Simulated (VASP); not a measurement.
# SiO2 (I-42d) in VASP: notebook, part 3 of 3

VASP 6.6.1.

## Step 4: Relaxation of shape and atoms at fixed volume, PBE (14.61 Å³/atom)

This run uses another cell than the first one, of 14.61 Å³/atom.

INCAR

```
SYSTEM = SiO2
ALGO = Normal
EDIFF = 1E-7
EDIFFG = -0.01
ENCUT = 600
GGA = PE
IBRION = 2
ISIF = 4
ISMEAR = 0
LASPH = .TRUE.
LCHARG = .FALSE.
LREAL = .FALSE.
LWAVE = .FALSE.
NELM = 80
NSW = 50
PREC = Accurate
SIGMA = 0.02
```

KPOINTS

```
k-points
0
G
  6 6 6
  0 0 0
```

POSCAR

```
SiO2
1.0
   -2.4553636056      2.4553636056      3.6349796366
    2.4553636056     -2.4553636056      3.6349796366
    2.4553636056      2.4553636056     -3.6349796366
Si O
2 4
Direct
    0.0000000000      0.0000000000      0.0000000000
    0.7500000000      0.2500000000      0.5000000000
    0.9777784191      0.6250000000      0.8527784191
    0.3750000000      0.2277784191      0.3527784191
    0.7722215809      0.1250000000      0.1472215809
    0.8750000000      0.0222215809      0.6472215809
```

Potentials or basis: VASP PAW PBE potentials, release 64 (Si, O).

Launch:

```sh
$ cat potpaw_PBE.64/Si/POTCAR potpaw_PBE.64/O/POTCAR > POTCAR
$ mpirun -np 1 vasp_std > vasp.out
```

OUTCAR:

```text
SYSTEM = SiO2
   EDIFF = 1E-7
   EDIFFG = -0.01
   ENCUT = 600
   GGA = PE
   IBRION = 2
   ISIF = 4
   ISMEAR = 0
   LASPH = .TRUE.
   LREAL = .FALSE.
   NELM = 80
   NSW = 50
   PREC = Accurate

 ion  position               nearest neighbor table
   1  0.000  0.000  0.000-   4 1.61   3 1.61   6 1.61   5 1.61   2 3.05   2 3.05   2 3.05   2 3.05

   2  0.750  0.250  0.500-   3 1.61   4 1.61   5 1.61   6 1.61   1 3.05   1 3.05   1 3.05   1 3.05

   3  0.978  0.625  0.853-   2 1.61   1 1.61
   4  0.375  0.228  0.353-   1 1.61   2 1.61
   5  0.772  0.125  0.147-   2 1.61   1 1.61
   6  0.875  0.022  0.647-   1 1.61   2 1.61

  LATTYP: Found a body centered tetragonal cell.
 ALAT       =     4.9107272112
 C/A-ratio  =     1.4804241736

  Lattice vectors:

 A1 = (  -2.4553636056,   2.4553636056,   3.6349796366)
 A2 = (   2.4553636056,  -2.4553636056,   3.6349796366)
 A3 = (   2.4553636056,   2.4553636056,  -3.6349796366)

Analysis of symmetry for initial positions (statically):
=====================================================================
 Subroutine PRICEL returns:
 Original cell was already a primitive cell.

 Routine SETGRP: Setting up the symmetry group for a
 body centered tetragonal supercell.

 Subroutine GETGRP returns: Found  8 space group operations
 (whereof  4 operations were pure point group operations)
 out of a pool of 16 trial point group operations.

The static configuration has the point symmetry S_4 .
 The point group associated with its full space group is D_2d.

Analysis of symmetry for dynamics (positions and initial velocities):
=====================================================================
 Subroutine PRICEL returns:
 Original cell was already a primitive cell.

 Routine SETGRP: Setting up the symmetry group for a
 body centered tetragonal supercell.

 Subroutine GETGRP returns: Found  8 space group operations
 (whereof  4 operations were pure point group operations)
 out of a pool of 16 trial point group operations.

The dynamic configuration has the point symmetry S_4 .
 The point group associated with its full space group is D_2d.

 Subroutine INISYM returns: Found  8 space group operations
 (whereof  4 operations are pure point group operations),
 and found     1 'primitive' translations

----------------------------------------------------------------------------------------

                                     Primitive cell

  volume of cell :      87.6584

  direct lattice vectors                    reciprocal lattice vectors
    -2.455363606  2.455363606  3.634979637     0.000000000  0.203635828  0.137552352
     2.455363606 -2.455363606  3.634979637     0.203635828  0.000000000  0.137552352
     2.455363606  2.455363606 -3.634979637     0.203635828  0.203635828  0.000000000

  length of vectors
     5.026996900  5.026996900  5.026996900     0.245740107  0.245740107  0.287984549

  position of ions in fractional coordinates (direct lattice)
     0.000000000  0.000000000  0.000000000
     0.750000000  0.250000000  0.500000000
     0.977778419  0.625000000  0.852778419
     0.375000000  0.227778419  0.352778419
     0.772221581  0.125000000  0.147221581
     0.875000000  0.022221581  0.647221581

  ion indices of the primitive-cell ions
   primitive index   ion index
                 1           1
                 2           2
[... 57 lines left out ...]
 [... further k-points ...]
   k-points           NKPTS =     30   k-points in BZ     NKDIM =     30   number of bands    NBANDS=     20
   number of dos      NEDOS =    301   number of ions     NIONS =      6
   total plane-waves  NPLWV =  64000
   dimension x,y,z NGX =    40 NGY =   40 NGZ =   40
   dimension x,y,z NGXF=    80 NGYF=   80 NGZF=   80
   ions per type =               2   4
   NGX,Y,Z   is equivalent  to a cutoff of  13.23, 13.23, 13.23 a.u.
   NGXF,Y,Z  is equivalent  to a cutoff of  26.46, 26.46, 26.46 a.u.
 SYSTEM =  SiO2
   PREC   = accura    normal or accurate (medium, high low for compatibility)
   ISTART =      0    job   : 0-new  1-cont  2-samecut
   ICHARG =      2    charge: 1-file 2-atom 10-const
   ISPIN  =      1    spin polarized calculation?
   LNONCOLLINEAR =      F non collinear calculations
   LSORBIT =      F    spin-orbit coupling
   LASPH  =      T    aspherical Exc in radial PAW
   ENCUT  =  600.0 eV  44.10 Ry    6.64 a.u.  10.04 10.04 10.04*2*pi/ulx,y,z
   NELM   =     80;   NELMIN=  2; NELMDL= -5     # of ELM steps
   EDIFF  = 0.1E-06   stopping-criterion for ELM
   LREAL  =      F    real-space projection
   EDIFFG = -.1E-01   stopping-criterion for IOM
   NSW    =     50    number of steps for IOM
   IBRION =      2    ionic relax: 0-MD 1-quasi-New 2-CG
   NFREE  =      1    steps in history (QN), initial steepest desc. (CG)
   ISIF   =      4    stress and relaxation
   ISYM   =      2    0-nonsym 1-usesym 2-fastsym
   POTIM  = 0.5000    time-step for ionic-motion
   TEBEG  =    0.0;   TEEND  =   0.0 temperature during run
   PSTRESS=    0.0 pullay stress
   NELECT =      32.0000    total number of electrons
   NUPDOWN=      -1.0000    fix difference up-down
   EMIN   =  10.00;   EMAX   =-10.00  energy-range for DOS
   EFERMI =   0.00;   METHOD = LEGACY
   ISMEAR =     0;   SIGMA  =   0.02  broadening in eV -4-tet -1-fermi 0-gaus
   EFERMI_NEDOS =   21; number of points for ismear=-14 and -15
   IALGO  =     38    algorithm
   IMIX   =      4    mixing-type and parameters
     AMIX     =   0.40;   BMIX     =  1.00
     AMIX_MAG =   1.60;   BMIX_MAG =  1.00
  volume/ion in A,a.u.               =      14.61        98.59
  Fermi-wavevector in a.u.,A,eV,Ry     =   1.170021  2.211019 18.625681  1.368949
  Thomas-Fermi vector in A             =   2.306485
   LORBIT       =      0    0 simple, 1 ext, 2 COOP (PROOUT), +10 PAW based schemes
   GGA     = PE    functional components
   LHFCALC =     F    Hartree Fock is set to
   AEXX    =    0.0000 exact exchange contribution
   IVDW    =     0    specifies the selected vdW correction
   LEPSILON=     F    determine dielectric tensor
   LRPA    =     F    only Hartree local field effects (RPA)
 conjugate gradient relaxation of ions
 non-spin polarized calculation
 Gauss-broadening in eV      SIGMA  =   0.02
  energy-cutoff  :      600.00
  volume of cell :       87.66
 maximum number of plane-waves:      2946
   NGX = 21   NGY = 21   NGZ = 21

--------------------------------------- Ionic step        1  -------------------------------------------

 number of electron      32.0000006 magnetization

 Free energy of the ion-electron system (eV)
  ---------------------------------------------------
  ext. energy  EPLUGINS =         0.00000000
  ---------------------------------------------------
  free energy    TOTEN  =       -47.43148234 eV

  energy without entropy =      -47.43148234  energy(sigma->0) =      -47.43148234

------------------------ aborting loop because EDIFF is reached ----------------------------------------

  FORCE on cell =-STRESS in cart. coord.  units (eV):
  Direction    XX          YY          ZZ          XY          YZ          ZX
  --------------------------------------------------------------------------------------
  -------------------------------------------------------------------------------------
  Total        3.2863890      3.2863890      3.3024131      0.0000000      0.0000000      0.0000000
  in kB       60.0670002     60.0670002     60.3598820      0.0000000      0.0000000      0.0000000
  external PRESSURE =      60.1646275 kB  Pullay stress =       0.0000000 kB
[... 187 lines left out ...]
--------------------------------------- Ionic step        6  -------------------------------------------

 number of electron      32.0000008 magnetization

 Free energy of the ion-electron system (eV)
  ---------------------------------------------------
  ext. energy  EPLUGINS =         0.00000000
  ---------------------------------------------------
  free energy    TOTEN  =       -47.46936738 eV

  energy without entropy =      -47.46936738  energy(sigma->0) =      -47.46936738

 E-fermi :  -0.2324     XC(G=0):  -8.3432

 val. band max:       -0.3586216107   @ k =   0.0000   0.0000   0.0000
 cond. band min:       5.5825563939   @ k =   0.0000   0.0000   0.0000
 fundamental gap:      5.9411780046
 Fermi energy:        -0.2323795756

 k-point     1 :       0.0000    0.0000    0.0000
  band No.  band energies     occupation
      1     -19.4214      2.00000
      2     -17.3682      2.00000
      3     -17.3682      2.00000
      4     -17.2978      2.00000
      5      -9.2528      2.00000
      6      -5.6907      2.00000
[... 541 lines left out ...]
     19       9.6367      0.00000
     20       9.9186      0.00000

 [... further k-points ...]

------------------------ aborting loop because EDIFF is reached ----------------------------------------

  FORCE on cell =-STRESS in cart. coord.  units (eV):
  Direction    XX          YY          ZZ          XY          YZ          ZX
  --------------------------------------------------------------------------------------
  -------------------------------------------------------------------------------------
  Total        0.8542693      0.8542693      0.8461141      0.0000000     -0.0000000      0.0000000
  in kB       15.6139134     15.6139134     15.4648569      0.0000000     -0.0000000      0.0000000
  external PRESSURE =      15.5642279 kB  Pullay stress =       0.0000000 kB
[... 21 lines left out ...]
  FREE ENERGIE OF THE ION-ELECTRON SYSTEM (eV)
  ---------------------------------------------------
  free  energy   TOTEN  =       -47.4693673839 eV

  energy  without entropy=      -47.4693673839  energy(sigma->0) =      -47.46936738

 reached required accuracy - stopping structural energy minimisation
```

CONTCAR:

```text
SiO2
   1.00000000000000
    -2.4435152848841639    2.4435152848841639    3.6703162859208023
     2.4435152848841639   -2.4435152848841639    3.6703162859208023
     2.4435152848841639    2.4435152848841639   -3.6703162859208023
  Si              O
     2     4
Direct
     0.0000000000000000    0.0000000000000000    0.0000000000000000
     0.7500000000000000    0.2500000000000000    0.5000000000000000
     0.9883287025324926    0.6250000000000000    0.8633287025324926
     0.3750000000000000    0.2383287025324927    0.3633287025324927
     0.7616712974675074    0.1250000000000000    0.1366712974675073
     0.8750000000000000    0.0116712974675073    0.6366712974675074

  0.00000000E+00  0.00000000E+00  0.00000000E+00
  0.00000000E+00  0.00000000E+00  0.00000000E+00
  0.00000000E+00  0.00000000E+00  0.00000000E+00
  0.00000000E+00  0.00000000E+00  0.00000000E+00
  0.00000000E+00  0.00000000E+00  0.00000000E+00
  0.00000000E+00  0.00000000E+00  0.00000000E+00
```

Wall time 1.8 min (1 thread of Intel Xeon 6975P-C (Granite Rapids), shared host); peak memory 0.26 GiB.

Results:

```
Free energy               : -47.4694 eV
Energy gained by relaxing : 6.3 meV/atom
Ionic steps               : 6
Pressure after relaxing   : 1.6 GPa
Band gap on the k mesh    : 5.94 eV
```

Step by step:
| step | energy change (eV) | largest force (eV/Å) | pressure (GPa) | volume (Å³) |
| --- | --- | --- | --- | --- |
| 1 | 0.0000 | 0.3555 | 6.02 | 87.66 |
| 2 | -0.0204 | 0.2391 | 4.53 | 87.66 |
| 3 | -0.0361 | 0.0218 | 1.46 | 87.66 |
| 4 | -0.0362 | 0.0005 | 1.71 | 87.66 |
| 5 | -0.0370 | 0.0010 | 1.68 | 87.66 |
| 6 | -0.0379 | 0.0019 | 1.56 | 87.66 |

Final structure:
```cif
data_structure
_symmetry_space_group_name_H-M 'P 1'
_symmetry_Int_Tables_number 1
_cell_length_a 5.0411
_cell_length_b 5.0411
_cell_length_c 5.0411
_cell_angle_alpha 122.012
_cell_angle_beta 122.012
_cell_angle_gamma 86.549
_cell_volume 87.66
loop_
_atom_site_label
_atom_site_type_symbol
_atom_site_fract_x
_atom_site_fract_y
_atom_site_fract_z
_atom_site_occupancy
Si1 Si 0.00000 0.00000 0.00000 1
Si2 Si 0.75000 0.25000 0.50000 1
O1 O 0.98833 0.62500 0.86333 1
O2 O 0.37500 0.23833 0.36333 1
O3 O 0.76167 0.12500 0.13667 1
O4 O 0.87500 0.01167 0.63667 1
```

Levels at points of the mesh, in eV from the valence-band top:
```tsv
k point	band 12	band 13	band 14	band 15	band 16	band 17	band 18	band 19	band 20
(0.00, 0.00, 0.00)	-1.42	-1.36	-0.88	0.00	0.00	5.94	8.74	11.03	11.08
(0.50, 0.00, 0.00)	-1.48	-1.32	-0.70	-0.34	-0.17	8.22	9.16	9.92	10.16
(0.50, 0.50, 0.00)	-1.91	-0.81	-0.81	-0.25	-0.25	9.29	9.29	10.12	10.12
(0.50, 0.50, 0.50)	-1.93	-1.45	-1.45	-0.20	-0.20	8.98	8.98	9.89	9.89
```

A k mesh can miss the band edges.

## Step 5: Relaxation of shape and atoms at fixed volume, PBE (15.08 Å³/atom)

This run uses another cell than the first one, of 15.08 Å³/atom.

INCAR

```
ALGO = Normal
EDIFF = 1E-7
EDIFFG = -0.01
ENCUT = 600
GGA = PE
IBRION = 2
ISIF = 4
ISMEAR = 0
LASPH = True
LCHARG = False
LREAL = False
LWAVE = False
NELM = 100
NSW = 50
PREC = Accurate
SIGMA = 0.02
```

KPOINTS

```
k-points
0
Gamma
  6 6 6
```

POSCAR

```
SiO2
1.0
   -2.4883535878      2.4883535878      3.6521895262
    2.4883535878     -2.4883535878      3.6521895262
    2.4883535878      2.4883535878     -3.6521895262
Si O
2 4
Direct
    0.0000000000      0.0000000000      0.0000000000
    0.7500000000      0.2500000000      0.5000000000
    0.9668890694      0.6250000000      0.8418890694
    0.3750000000      0.2168890694      0.3418890694
    0.7831109306      0.1250000000      0.1581109306
    0.8750000000      0.0331109306      0.6581109306
```

Launch:

```sh
$ cat potpaw_PBE.64/Si/POTCAR potpaw_PBE.64/O/POTCAR > POTCAR
$ mpirun -np 1 vasp_std > vasp.out
```

It took 2.3 min on 1 thread of Intel Xeon 6975P-C (Granite Rapids), shared host; peak memory 0.28 GiB.

The run converged. Its results:

```yaml
Free_energy: -47.4954 eV
Energy_gained_by_relaxing: 5.7 meV/atom
Ionic_steps: 6
Pressure_after_relaxing: 0.7 GPa
Band_gap_on_the_k_mesh: 5.84 eV
```

Forces in eV/Å, atoms in the order of the input:
```
Si   0.000  0.000  0.000
Si   0.000  0.000  0.000
O    0.000  0.002  0.000
O    0.002  0.000  0.000
O    0.000 -0.002  0.000
O   -0.002  0.000  0.000
```

The path:
| step | energy change (eV) | largest force (eV/Å) | pressure (GPa) | volume (Å³) |
| --- | --- | --- | --- | --- |
| 1 | 0.0000 | 0.3065 | 4.83 | 90.46 |
| 2 | -0.0157 | 0.2255 | 3.71 | 90.46 |
| 3 | -0.0325 | 0.0251 | 0.56 | 90.46 |
| 4 | -0.0327 | 0.0015 | 0.89 | 90.46 |
| 5 | -0.0334 | 0.0024 | 0.84 | 90.46 |
| 6 | -0.0340 | 0.0021 | 0.74 | 90.46 |

Final structure:
```xyz
6
Lattice="-2.4793 2.4793 3.6790 2.4793 -2.4793 3.6790 2.4793 2.4793 -3.6790" Properties=species:S:1:pos:R:3 pbc="T T T"
Si    0.0000    0.0000    0.0000
Si    0.0000    2.4793    1.8395
O     1.2396    2.9885    2.7593
O     0.5092    1.2396    0.9198
O    -1.2396    1.9701    2.7593
O    -0.5092    3.7189    0.9198
```

Levels at points of the mesh, in eV from the valence-band top:
```
           k point  band 12  band 13  band 14  band 15  band 16  band 17  band 18  band 19  band 20
(0.00, 0.00, 0.00)    -1.52    -1.46    -0.76     0.00     0.00     5.84     8.74    10.62    10.67
(0.50, 0.00, 0.00)    -1.55    -1.40    -0.75    -0.43    -0.15     8.08     8.99     9.76    10.08
(0.50, 0.50, 0.00)    -1.99    -0.90    -0.90    -0.31    -0.31     9.09     9.09    10.06    10.06
(0.50, 0.50, 0.50)    -2.00    -1.44    -1.44    -0.27    -0.27     8.85     8.85    10.04    10.04
```

## Step 6: Overview

| cell | gap on the mesh (eV) | pressure (GPa) |
| --- | --- | --- |
| relaxed from a = 4.943 Å, angles 122.4, 122.4, 85.9°, 6 atoms, atomic positions A | 6.16 | 3.4 |
| relaxed from a = 4.985 Å, angles 121.9, 121.9, 86.7°, 6 atoms, atomic positions B | 6.05 | 2.5 |
| relaxed from a = 5.027 Å, angles 121.5, 121.5, 87.4°, 6 atoms, atomic positions C | 5.94 | 1.6 |
| relaxed from a = 5.072 Å, angles 121.2, 121.2, 87.9°, 6 atoms, atomic positions D | 5.84 | 0.7 |

Alike in all rows: task relaxation of shape and atoms at fixed volume; level PBE; potentials or basis VASP PAW PBE potentials, release 64 (Si, O); no spin polarisation; k mesh 6 × 6 × 6; cutoff (eV) 600; smearing gaussian 0.02 eV.

Absolute energies hang on the potentials; compare differences alone.
